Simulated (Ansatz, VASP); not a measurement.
## One calculation of SnSe, two programs

```xyz
4
Lattice="4.2853 0.0000 0.0000 0.0000 4.2853 0.0000 0.0000 0.0000 10.9907" Properties=species:S:1:pos:R:3 pbc="T T T"
Sn    2.1427    0.0000    3.9911
Sn    0.0000    2.1427    6.7996
Se    2.1427    0.0000    6.7707
Se    0.0000    2.1427    4.2200
```

Change from the starting cell: all Sn atoms moved -0.100 Å, as atom 1 towards its neighbour atom 3 (Se) at 2.680 Å.

Alike in both runs: task single point; functional LDA; k mesh 6 × 6 × 4; occupations gaussian, width 0.05 eV; no spin polarisation.

|  | VASP | Ansatz |
| --- | --- | --- |
| version | VASP 6.6.1 | Ansatz 0.2.0 |
| potentials or method | VASP PAW LDA potentials, release 64 (Sn_d, Se), cutoff 520 eV | scalar-relativistic, plane waves, PAW |
| valence electrons in the cell | 40 | 60 |

Ansatz gave:

* gap on the k mesh at the Fermi level (eV): 1.36
* least direct gap on the mesh (eV): 1.36
* rms of the force components (eV/Å): 0.391

Problem. Which values does VASP return?

Solution. gap on the k mesh at the Fermi level (eV): 1.35; least direct gap on the mesh (eV): 1.36; rms of the force components (eV/Å): 0.393.

LDA's correlation is that of Perdew and Zunger in VASP and of Perdew and Wang (1992) in Ansatz. Atom by atom the forces differ by 0.014 eV/Å (rms over components). VASP's potentials hold 40 valence electrons a cell and Ansatz's 60, so a difference there can come from the potentials and not from the codes.
